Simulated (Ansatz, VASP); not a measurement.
## Pt: VASP beside Ansatz

INCAR

```
SYSTEM = Pt
ALGO = Normal
EDIFF = 1E-6
ENCUT = 520
GGA = CA
ISIF = 2
ISMEAR = -1
LASPH = .TRUE.
LCHARG = .FALSE.
LREAL = .FALSE.
LWAVE = .FALSE.
NBANDS = 17
NELM = 100
PREC = Accurate
SIGMA = 0.1
```

The input KPOINTS:

```
k-points
0
G
  12 12 12
  0 0 0
```

POSCAR

```
Pt
1.0
    0.0000000000      2.3140976832      2.3140976832
    2.3140976832      0.0000000000      2.3140976832
    2.3140976832      2.3140976832      0.0000000000
Pt
2
Direct
   -0.1250000000     -0.1250000000     -0.1250000000
    0.1250000000      0.1250000000      0.1250000000
```

Input for Ansatz:

```yaml
crystal:
  lattice:
    - [0.0, 2.3140976832, 2.3140976832]
    - [2.3140976832, 0.0, 2.3140976832]
    - [2.3140976832, 2.3140976832, 0.0]
  atoms:
    - { symbol: Pt, position: [-0.125, -0.125, -0.125] }
    - { symbol: Pt, position: [0.125, 0.125, 0.125] }
kpoints:
  mp_grid: { grid: [12, 12, 12] }
  band_path:
    path:
      - [0.0, 0.0, 0.0]
      - [0.5, 0.0, 0.5]
      - [0.625, 0.25, 0.625]
      - [0.375, 0.375, 0.75]
      - [0.0, 0.0, 0.0]
      - [0.5, 0.5, 0.5]
      - [0.5, 0.25, 0.75]
      - [0.5, 0.0, 0.5]
    npoints: 8
scf:
  occupations: { method: fermi_dirac, width: 0.1 }
hamiltonian:
  xc: lda
  pseudopotentials: { kind: paw }
output:
  forces: true
  stress: true
  eigenvalues: true
  populations: true
  dos: { projected: true, de: 0.2, e_range: [-14, 8] }
```

Change from the starting cell: volume scaled by 0.55, PAW files.

Alike in both runs: task single point; functional LDA; k mesh 12 × 12 × 12; occupations fermi-dirac, width 0.1 eV; no spin polarisation.

|  | VASP | Ansatz |
| --- | --- | --- |
| version | VASP 6.6.1 | Ansatz 0.2.0 |
| potentials or method | VASP PAW LDA potentials, release 64 (Pt) | PAW with Ansatz's default frozen-core files, scalar-relativistic |
| plane-wave cutoff (eV) | 520 | 420 |
| valence electrons in the cell | 20 | 36 |

```csv
,VASP,Ansatz,Ansatz less VASP
pressure (GPa),349.8,386.2,+36.39
```

LDA's correlation is that of Perdew and Zunger in VASP and of Perdew and Wang (1992) in Ansatz. The pressures are high and differ by over a tenth, so treat them with care. VASP's potentials hold 20 valence electrons a cell and Ansatz's 36, so a difference there can come from the potentials and not from the codes.

Neither program's run includes spin-orbit coupling. Noted on VASP's run: the cell as given lies far from equilibrium.
